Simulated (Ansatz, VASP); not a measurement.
One calculation of TaRu2, two programs

```
Ta Ru
1.0
     2.79412    0.00000    0.00000
    -1.39706    2.41978    0.00000
     0.00000    0.00000    6.81260
Ta Ru
1 2
Direct
  0.00000 0.00000 0.00000
  0.33333 0.66667 0.34236
  0.66667 0.33333 0.65764
```

Change from the starting cell: species swapped into the TiS2 type (P-3m1, No. 164).

Alike in both runs: functional PBE; k mesh 18 × 18 × 8; occupations gaussian, width 0.1 eV; no spin polarisation.

Ansatz relaxed the structure, and its values are those at the end. VASP's run is a single point on that final structure, the one shown.

|  | VASP | Ansatz |
| --- | --- | --- |
| version | VASP 6.6.1 | Ansatz 0.2.0 |
| potentials or method | VASP PAW PBE potentials, release 64 (Ta_pv, Ru_pv), cutoff 520 eV | scalar-relativistic, plane waves, PAW |
| valence electrons in the cell | 39 | 45 |

VASP gave:

| Item | Value |
| --- | --- |
| gap on the k mesh at the Fermi level (eV) | none |
| pressure (GPa) | 0.1 |
| rms of the force components (eV/Å) | 0.005 |

Q: Which values does Ansatz return?

A: gap on the k mesh at the Fermi level (eV): none; pressure (GPa): 0.0; rms of the force components (eV/Å): 0.000.

A gap of «none» marks a metal or a gap that the smearing closes. VASP's potentials hold 39 valence electrons a cell and Ansatz's 45, so a difference there can come from the potentials and not from the codes.

Neither program's run includes spin-orbit coupling.
